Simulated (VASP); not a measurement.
# As2CO3 (P-3m1) in VASP: a series of runs, part 2 of 2

VASP 6.6.1.

### 5 Relaxation of cell and atoms, PBE

This run uses another cell than the first one, of 16.04 Å³/atom.

Contents of INCAR:

```
SYSTEM = As2CO3
PREC = Accurate
ENCUT = 600
EDIFF = 1E-6
ISMEAR = 0
SIGMA = 0.1
LREAL = .False.
LASPH = .True.
NELM = 60
ALGO = Fast
ISIF = 3
LWAVE = .False.
LCHARG = .False.
GGA = PE
IBRION = 2
NSW = 90
EDIFFG = -0.04
```

Contents of KPOINTS:

```
regular mesh
0
Gamma
  6 6 4
  0 0 0
```

Contents of POSCAR:

```
As2CO3
1.0
    4.1111371400      0.0000000000      0.0000000000
   -2.0555685700      3.5603492000      0.0000000000
    0.0000000000      0.0000000000      6.5747606400
As C O
2 1 3
Direct
    0.6666666700      0.3333333300      0.7445280600
    0.3333333300      0.6666666700      0.2554719400
    0.0000000000      0.0000000000      0.0000000000
    0.0000000000      0.0000000000      0.5000000000
    0.6666666700      0.3333333300      0.3533428000
    0.3333333300      0.6666666700      0.6466572000
```

Potentials or basis: VASP PAW PBE potentials, release 64 (As, C, O).

On the command line:

```sh
cat potpaw_PBE.64/As/POTCAR potpaw_PBE.64/C/POTCAR potpaw_PBE.64/O/POTCAR > POTCAR
mpirun -np 1 vasp_std > vasp.out
```

OUTCAR:

```text
SYSTEM = As2CO3
   PREC = Accurate
   ENCUT = 600
   EDIFF = 1E-6
   ISMEAR = 0
   LREAL = .False.
   LASPH = .True.
   NELM = 60
   ISIF = 3
   GGA = PE
   IBRION = 2
   NSW = 90
   EDIFFG = -0.04

 ion  position               nearest neighbor table
   1  0.667  0.333  0.745-
   2  0.333  0.667  0.255-
   3  0.000  0.000  0.000-
   4  0.000  0.000  0.500-
   5  0.667  0.333  0.353-
   6  0.333  0.667  0.647-

  LATTYP: Found a hexagonal cell.
 ALAT       =     4.1111371400
 C/A-ratio  =     1.5992559762

  Lattice vectors:

 A1 = (   4.1111371400,   0.0000000000,   0.0000000000)
 A2 = (  -2.0555685700,   3.5603492000,   0.0000000000)
 A3 = (   0.0000000000,   0.0000000000,   6.5747606400)

Analysis of symmetry for initial positions (statically):
=====================================================================
 Subroutine PRICEL returns:
 Original cell was already a primitive cell.

 Routine SETGRP: Setting up the symmetry group for a
 hexagonal supercell.

 Subroutine GETGRP returns: Found 12 space group operations
 (whereof 12 operations were pure point group operations)
 out of a pool of 24 trial point group operations.

The static configuration has the point symmetry D_3d.

Analysis of symmetry for dynamics (positions and initial velocities):
=====================================================================
 Subroutine PRICEL returns:
 Original cell was already a primitive cell.

 Routine SETGRP: Setting up the symmetry group for a
 hexagonal supercell.

 Subroutine GETGRP returns: Found 12 space group operations
 (whereof 12 operations were pure point group operations)
 out of a pool of 24 trial point group operations.

The dynamic configuration has the point symmetry D_3d.

 Subroutine INISYM returns: Found 12 space group operations
 (whereof 12 operations are pure point group operations),
 and found     1 'primitive' translations

----------------------------------------------------------------------------------------

                                     Primitive cell

  volume of cell :      96.2353

[... 113 lines left out ...]
   IMIX   =      4    mixing-type and parameters
     AMIX     =   0.40;   BMIX     =  1.00
     AMIX_MAG =   1.60;   BMIX_MAG =  1.00
  volume/ion in A,a.u.               =      16.04       108.24
  Fermi-wavevector in a.u.,A,eV,Ry     =   1.134175  2.143280 17.501888  1.286352
  Thomas-Fermi vector in A             =   2.270878
   LORBIT       =      0    0 simple, 1 ext, 2 COOP (PROOUT), +10 PAW based schemes
   GGA     = PE    functional components
   LHFCALC =     F    Hartree Fock is set to
   AEXX    =    0.0000 exact exchange contribution
   IVDW    =     0    specifies the selected vdW correction
   LEPSILON=     F    determine dielectric tensor
   LRPA    =     F    only Hartree local field effects (RPA)
 conjugate gradient relaxation of ions
 non-spin polarized calculation
 RMM-DIIS sequential band-by-band and
 Gauss-broadening in eV      SIGMA  =   0.10
  energy-cutoff  :      600.00
  volume of cell :       96.24
 maximum number of plane-waves:      3249
 NGX is ok and might be reduce to    36
   NGX = 17   NGY = 17   NGZ = 27

--------------------------------------- Ionic step        1  -------------------------------------------

 number of electron      31.9999992 magnetization

 Free energy of the ion-electron system (eV)
  ---------------------------------------------------
  ext. energy  EPLUGINS =         0.00000000
  ---------------------------------------------------
  free energy    TOTEN  =       -23.95712259 eV

  energy without entropy =      -23.90656131  energy(sigma->0) =      -23.93184195

 E-fermi :   1.6215     XC(G=0):  -9.7106

 val. band max:        1.6054741166   @ k =   0.5000   0.0000   0.5000
 cond. band min:       1.6313251088   @ k =   0.3333   0.1667   0.0000
 fundamental gap:      0.0258509923
 Fermi energy:         1.6215474851

 k-point     1 :       0.0000    0.0000    0.0000
  band No.  band energies     occupation
      1     -16.0361      2.00000
      2     -14.9515      2.00000
      3     -13.7081      2.00000
      4      -8.7099      2.00000
      5      -8.0069      2.00000
      6      -5.2664      2.00000
[... 654 lines left out ...]
  FREE ENERGIE OF THE ION-ELECTRON SYSTEM (eV)
  ---------------------------------------------------
  free  energy   TOTEN  =       -27.5290034168 eV

  energy  without entropy=      -27.4914341049  energy(sigma->0) =      -27.51021876

[... ionic steps 4 to 19 ...]

--------------------------------------- Ionic step       20  -------------------------------------------

 number of electron      31.9999995 magnetization

------------------------ aborting loop because EDIFF is reached ----------------------------------------
[... 75 lines left out ...]
--------------------------------------- Ionic step       22  -------------------------------------------

 number of electron      31.9999994 magnetization

 Free energy of the ion-electron system (eV)
  ---------------------------------------------------
  ext. energy  EPLUGINS =         0.00000000
  ---------------------------------------------------
  free energy    TOTEN  =       -29.23027612 eV

  energy without entropy =      -29.21450544  energy(sigma->0) =      -29.22239078

 E-fermi :   5.7981     XC(G=0): -11.7052

 val. band max:        5.7754075725   @ k =   0.3333   0.1667   0.0000
 cond. band min:       5.8112837050   @ k =   0.0000   0.0000   0.0000
 fundamental gap:      0.0358761324
 Fermi energy:         5.7980726774

 k-point     1 :       0.0000    0.0000    0.0000
  band No.  band energies     occupation
      1     -14.9711      2.00000
      2     -12.2957      2.00000
      3     -10.3235      2.00000
      4      -4.7445      2.00000
      5      -4.3727      2.00000
      6      -1.1556      2.00000
[... 574 lines left out ...]
  FREE ENERGIE OF THE ION-ELECTRON SYSTEM (eV)
  ---------------------------------------------------
  free  energy   TOTEN  =       -29.2302761222 eV

  energy  without entropy=      -29.2145054396  energy(sigma->0) =      -29.22239078

 reached required accuracy - stopping structural energy minimisation
```

OSZICAR:

```text
N       E                     dE             d eps       ncg     rms          rms(c)
DAV:   1     0.179584420410E+03    0.17958E+03   -0.16554E+04   960   0.161E+03
DAV:   2    -0.108700704590E+02   -0.19045E+03   -0.18063E+03  1248   0.264E+02
DAV:   3    -0.303971406741E+02   -0.19527E+02   -0.18370E+02  1412   0.841E+01
DAV:   4    -0.308395253810E+02   -0.44238E+00   -0.43525E+00  1196   0.126E+01
[... 258 lines left out ...]
RMM:   3    -0.292303482107E+02   -0.10984E-03   -0.26152E-03  1063   0.284E-01    0.700E-02
RMM:   4    -0.292303136066E+02    0.34604E-04   -0.26730E-04  1008   0.101E-01    0.486E-02
RMM:   5    -0.292302793478E+02    0.34259E-04   -0.13386E-04   980   0.675E-02    0.243E-02
RMM:   6    -0.292302764409E+02    0.29069E-05   -0.43886E-05  1008   0.375E-02    0.804E-03
RMM:   7    -0.292302761222E+02    0.31868E-06   -0.94600E-06   924   0.176E-02
  22 F= -.29230276E+02 E0= -.29222391E+02  d E =-.239285E-02
```

CONTCAR:

```text
As2CO3
   1.00000000000000
     4.0585018175585041    0.0000000000000000    0.0000000000000000
    -2.0292509087792521    3.5147656738638058   -0.0000000000000000
     0.0000000000000000    0.0000000000000001    4.4314034710019028
  As              C               O
     2     1     3
Direct
     0.6666666699999979    0.3333333300000021    0.7317579581026832
     0.3333333300000021    0.6666666699999979    0.2682420418973170
     0.0000000000000000    0.0000000000000000    0.0000000000000000
     0.0000000000000000    0.0000000000000000    0.5000000000000000
     0.6666666699999979    0.3333333300000021    0.3254805325274474
     0.3333333300000021    0.6666666699999979    0.6745194674725526

  0.00000000E+00  0.00000000E+00  0.00000000E+00
  0.00000000E+00  0.00000000E+00  0.00000000E+00
  0.00000000E+00  0.00000000E+00  0.00000000E+00
  0.00000000E+00  0.00000000E+00  0.00000000E+00
  0.00000000E+00  0.00000000E+00  0.00000000E+00
  0.00000000E+00  0.00000000E+00  0.00000000E+00
```

It took 23 min on 1 thread of Oxide Virtual Turin-like, shared host; peak memory 0.26 GiB.

What came out:

```
Free energy                           : -29.2303 eV
Relaxed volume                        : 10.54 Å³/atom
Relaxed cell                          : a = 4.059 Å, b = 4.059 Å, c = 4.431 Å, α = 90.00°, β = 90.00°, γ = 120.00°
Space group after relaxing (to 0.1 Å) : P-3m1 (No. 164)
Energy gained by relaxing             : 878.9 meV/atom
Ionic steps                           : 22
Pressure after relaxing               : 0.1 GPa
Largest force after relaxing          : 0.027 eV/Å
Band gap on the k mesh                : zero (bands 16 and 17 overlap by 1.59 eV)
```

Forces in eV/Å, atoms in the order of the input:
```
As   0.000  0.000 -0.027
As   0.000  0.000  0.027
C    0.000  0.000  0.000
O    0.000  0.000  0.000
O    0.000  0.000  0.004
O    0.000  0.000 -0.004
```

The path:
| step | energy change (eV) | largest force (eV/Å) | pressure (GPa) | volume (Å³) |
| --- | --- | --- | --- | --- |
| 1 | 0.0000 | 1.7781 | -23.12 | 96.24 |
| 2 | -3.4938 | 0.2916 | -6.65 | 67.46 |
| 3 | -3.5719 | 0.1484 | -0.41 | 64.15 |
| 4 | -3.9305 | 0.0889 | 0.42 | 62.67 |
| 5 | -4.4854 | 0.1686 | 4.58 | 60.21 |
| 6 | -4.1963 | 4.4234 | 35.50 | 54.32 |
| 7 | -4.7443 | 0.6549 | 10.71 | 58.36 |
| 8 | -4.7608 | 1.6810 | 18.17 | 56.77 |
| 9 | -4.8299 | 1.7262 | 17.66 | 56.94 |
| 10 | -4.9433 | 1.8524 | 17.16 | 57.38 |
| 11 | -5.0764 | 1.1912 | 12.48 | 58.27 |
| 12 | -5.2074 | 0.7765 | 1.06 | 60.97 |
| 13 | -5.2097 | 0.6449 | 2.07 | 60.68 |
| 14 | -5.2097 | 0.6131 | 2.32 | 60.62 |
| 15 | -5.2205 | 0.5675 | 1.95 | 60.89 |
| 16 | -5.2457 | 0.4332 | 0.92 | 61.73 |
| 17 | -5.2675 | 0.1750 | -0.66 | 63.42 |
| 18 | -5.2679 | 0.1423 | -0.82 | 63.64 |
| 19 | -5.2701 | 0.1661 | -0.18 | 63.45 |
| 20 | -5.2708 | 0.2004 | 0.39 | 63.28 |
| 21 | -5.2724 | 0.1124 | 0.26 | 63.25 |
| 22 | -5.2732 | 0.0274 | 0.11 | 63.21 |

Final structure:
```cif
data_structure
_symmetry_space_group_name_H-M 'P 1'
_symmetry_Int_Tables_number 1
_cell_length_a 4.0585
_cell_length_b 4.0585
_cell_length_c 4.4314
_cell_angle_alpha 90.000
_cell_angle_beta 90.000
_cell_angle_gamma 120.000
_cell_volume 63.21
loop_
_atom_site_label
_atom_site_type_symbol
_atom_site_fract_x
_atom_site_fract_y
_atom_site_fract_z
_atom_site_occupancy
As1 As 0.66667 0.33333 0.73176 1
As2 As 0.33333 0.66667 0.26824 1
C1 C 0.00000 0.00000 0.00000 1
O1 O 0.00000 0.00000 0.50000 1
O2 O 0.66667 0.33333 0.32548 1
O3 O 0.33333 0.66667 0.67452 1
```

Caveat: the volume moved by over 15 % at a fixed basis, so the end points are rough.

### 6 Relaxation of cell and atoms, PBE

INCAR, as its differences from that of step 5:

```diff
@@ -8,3 +8,3 @@
 LASPH = .True.
-NELM = 60
+NELM = 100
 ALGO = Fast
@@ -15,3 +15,3 @@
 IBRION = 2
-NSW = 90
-EDIFFG = -0.04
+NSW = 100
+EDIFFG = -0.01
```

Contents of KPOINTS:

```
regular mesh
0
Gamma
  12 12 8
  0 0 0
```

Contents of POSCAR:

```
As2CO3
1.0
    4.0873211587      0.0000000000      0.0000000000
   -2.0436605794      3.5397239569      0.0000000000
    0.0000000000      0.0000000000      4.4156570130
As C O
2 1 3
Direct
    0.6666666667      0.3333333333      0.7292929071
    0.3333333333      0.6666666667      0.2707070929
    0.0000000000      0.0000000000      0.0000000000
    0.0000000000      0.0000000000      0.5000000000
    0.6666666667      0.3333333333      0.3259174249
    0.3333333333      0.6666666667      0.6740825751
```

Potentials or basis: VASP PAW PBE potentials, release 64 (As, C, O).

On the command line:

```sh
cat potpaw_PBE.64/As/POTCAR potpaw_PBE.64/C/POTCAR potpaw_PBE.64/O/POTCAR > POTCAR
mpirun -np 1 vasp_std > vasp.out
```

Run time: 26 min. Hardware: 1 thread of Oxide Virtual Turin-like, shared host; peak memory 0.33 GiB.

It converged, with:

* Free energy: -29.2171 eV
* Relaxed volume: 10.56 Å³/atom
* Relaxed cell: a = 4.074 Å, b = 4.074 Å, c = 4.409 Å, α = 90.00°, β = 90.00°, γ = 120.00°
* Space group after relaxing (to 0.1 Å): P-3m1 (No. 164)
* Energy gained by relaxing: 0.6 meV/atom
* Ionic steps: 9
* Pressure after relaxing: 0.0 GPa
* Band gap on the k mesh: zero (bands 16 and 17 overlap by 1.80 eV)

The path:
| step | energy change (eV) | largest force (eV/Å) | pressure (GPa) | volume (Å³) |
| --- | --- | --- | --- | --- |
| 1 | 0.0000 | 0.2492 | 0.17 | 63.89 |
| 2 | 0.0011 | 0.2202 | -1.71 | 63.99 |
| 3 | -0.0024 | 0.0303 | -0.70 | 63.93 |
| 4 | -0.0035 | 0.0220 | -0.21 | 63.57 |
| 5 | -0.0037 | 0.0213 | 0.03 | 63.40 |
| 6 | -0.0037 | 0.0166 | 0.00 | 63.39 |
| 7 | -0.0038 | 0.0105 | -0.03 | 63.39 |
| 8 | -0.0038 | 0.0171 | 0.08 | 63.37 |
| 9 | -0.0038 | 0.0016 | 0.02 | 63.38 |

Final structure:
```xyz
6
Lattice="4.0740 0.0000 0.0000 -2.0370 3.5282 0.0000 0.0000 0.0000 4.4093" Properties=species:S:1:pos:R:3 pbc="T T T"
As    2.0370    1.1761    3.2283
As    0.0000    2.3521    1.1810
C     0.0000    0.0000    0.0000
O     0.0000    0.0000    2.2046
O     2.0370    1.1761    1.4335
O     0.0000    2.3521    2.9758
```

Levels at points of the mesh, in eV from the Fermi level:
| k point | band 12 | band 13 | band 14 | band 15 | band 16 | band 17 | band 18 | band 19 | band 20 |
| --- | --- | --- | --- | --- | --- | --- | --- | --- | --- |
| (0.00, 0.00, 0.00) | -3.94 | -2.69 | -1.82 | -1.82 | 0.02 | 0.02 | 2.69 | 2.69 | 3.97 |
| (0.50, 0.00, 0.00) | -2.94 | -1.99 | -1.01 | -0.67 | -0.41 | 1.66 | 2.40 | 3.36 | 3.62 |
| (0.00, 0.00, 0.50) | -2.35 | -2.35 | -1.61 | -1.61 | -1.41 | -0.94 | 1.82 | 2.72 | 2.72 |
| (0.50, 0.00, 0.50) | -1.98 | -1.39 | -0.59 | -0.58 | -0.57 | 0.40 | 1.13 | 2.86 | 4.31 |

### 7 The runs side by side

```tsv
task	cell	k mesh	cutoff (eV)	gap on the mesh (eV)	pressure (GPa)	relaxed volume (Å³/atom)	largest force (eV/Å)
single point	a = 4.087, b = 4.087, c = 4.416 Å, angles 90.0, 90.0, 120.0°, 6 atoms, atomic positions A	6 × 6 × 4	520	none	0.4	-	0.24
single point	a = 4.111, b = 4.111, c = 6.575 Å, angles 90.0, 90.0, 120.0°, 6 atoms, atomic positions B	6 × 6 × 4	520	none	-23.1	-	1.78
single point	a = 4.092, b = 4.092, c = 4.403 Å, angles 90.0, 90.0, 120.0°, 6 atoms, atomic positions C	12 × 12 × 8	520	none	0.5	-	0.25
relaxation of cell and atoms	relaxed from a = 4.111, b = 4.111, c = 6.575 Å, angles 90.0, 90.0, 120.0°, 6 atoms, atomic positions B	6 × 6 × 4	600	none	0.1	10.54	0.03
relaxation of cell and atoms	relaxed from a = 4.087, b = 4.087, c = 4.416 Å, angles 90.0, 90.0, 120.0°, 6 atoms, atomic positions A	12 × 12 × 8	600	none	0.0	10.56	-
```

Alike in all rows: level PBE; potentials or basis VASP PAW PBE potentials, release 64 (As, C, O); no spin polarisation; smearing gaussian 0.1 eV.

Caveats: the cell stands under tension (at least some runs); forces of over 1 eV/Å act on the atoms, so gaps and moduli don't describe the material at rest (at least some runs); the volume moved by over 15 % at a fixed basis, so the end points are rough (at least some runs).

Absolute energies hang on the potentials; compare differences alone.

The gap in the log of VASP goes by the Fermi energy; the results here count the filled bands.